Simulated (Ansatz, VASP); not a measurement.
# Two plane-wave programs on PbS

The input INCAR:

```
SYSTEM = PbS
ALGO = Normal ; EDIFF = 1E-6
ENCUT = 520 ; GGA = PE
ISIF = 2 ; ISMEAR = 0
LASPH = .True. ; LCHARG = .False.
LREAL = .False. ; LWAVE = .False.
NBANDS = 17 ; NELM = 60
PREC = Accurate ; SIGMA = 0.05
```

The input KPOINTS:

```
k-points
0
Gamma
  10 10 10
  0 0 0
```

Contents of POSCAR:

```
PbS
1.0
    0.0000000000      3.3675709490      3.3675709490
    3.3675709490      0.0000000000      3.3675709490
    3.3675709490      3.3675709490      0.0000000000
Pb S
1 1
Direct
    0.0000000000      0.0000000000      0.0000000000
    0.2500000000      0.2500000000      0.2500000000
```

Input for Ansatz:

```yaml
crystal:
  lattice:
    - [0.0, 3.367570949, 3.367570949]
    - [3.367570949, 0.0, 3.367570949]
    - [3.367570949, 3.367570949, 0.0]
  atoms:
    - { symbol: Pb, position: [0.0, 0.0, 0.0] }
    - { symbol: S, position: [0.25, 0.25, 0.25] }
basis:
  ecutwfc: 420
  ecutrho_ratio: 4
kpoints:
  mp_grid: { grid: [10, 10, 10] }
hamiltonian:
  xc: pbe
scf:
  occupations: { method: gaussian, width: 0.05 }
output:
  forces: true
  stress: true
  eigenvalues: true
  write_density: true
  write_potential: true
  elf: true
  volumetric_format: npy
```

Alike in both runs: task single point; functional PBE; k mesh 10 × 10 × 10; occupations gaussian, width 0.05 eV; no spin polarisation.

|  | VASP | Ansatz |
| --- | --- | --- |
| version | VASP 6.6.1 | Ansatz 0.2.0 |
| potentials or method | VASP PAW PBE potentials, release 64 (Pb_d, S), cutoff 520 eV | scalar-relativistic, plane waves, PAW |
| valence electrons in the cell | 20 | 20 |

|  | VASP | Ansatz | Ansatz less VASP |
| --- | --- | --- | --- |
| gap on the k mesh at the Fermi level (eV) | 0.97 | 0.97 | -0.003 |
| least direct gap on the mesh (eV) | 1.34 | 1.34 | -0.003 |
| pressure (GPa) | -1.3 | -1.3 | +0.05 |

The functional is the same, so the differences come from potentials, cutoffs and numerics.

Neither program's run includes spin-orbit coupling.
